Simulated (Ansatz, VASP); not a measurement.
# Ni in VASP and in Ansatz

```
CELL_PARAMETERS angstrom
0.00000 1.75840 1.75840
1.75840 0.00000 1.75840
1.75840 1.75840 0.00000
ATOMIC_POSITIONS crystal
Ni 0.00000 0.00000 0.00000
```

Change from the starting cell: parallel moments scaled by 0.1, free total moment.

Alike in both runs: task single point; functional LDA; k mesh 12 × 12 × 12; occupations gaussian, width 0.1 eV; collinear spin.

|  | VASP | Ansatz |
| --- | --- | --- |
| version | VASP 6.6.1 | Ansatz 0.2.0 |
| potentials or method | VASP PAW LDA potentials, release 64 (Ni), cutoff 520 eV | PAW, plane waves, scalar-relativistic |
| valence electrons in the cell | 10 | 18 |

|  | VASP | Ansatz | Ansatz less VASP |
| --- | --- | --- | --- |
| pressure (GPa) | -17.0 | -16.6 | +0.41 |
| net moment per atom (μB) | 0.57 | 0.66 | +0.089 |
| size of the moment on the site where the two differ most (μB) | 0.58 | 0.69 | +0.112 |

LDA's correlation is that of Perdew and Zunger in VASP and of Perdew and Wang (1992) in Ansatz. Site moments also hang on the region over which each program counts them. VASP's potentials hold 10 valence electrons a cell and Ansatz's 18, so a difference there can come from the potentials and not from the codes.
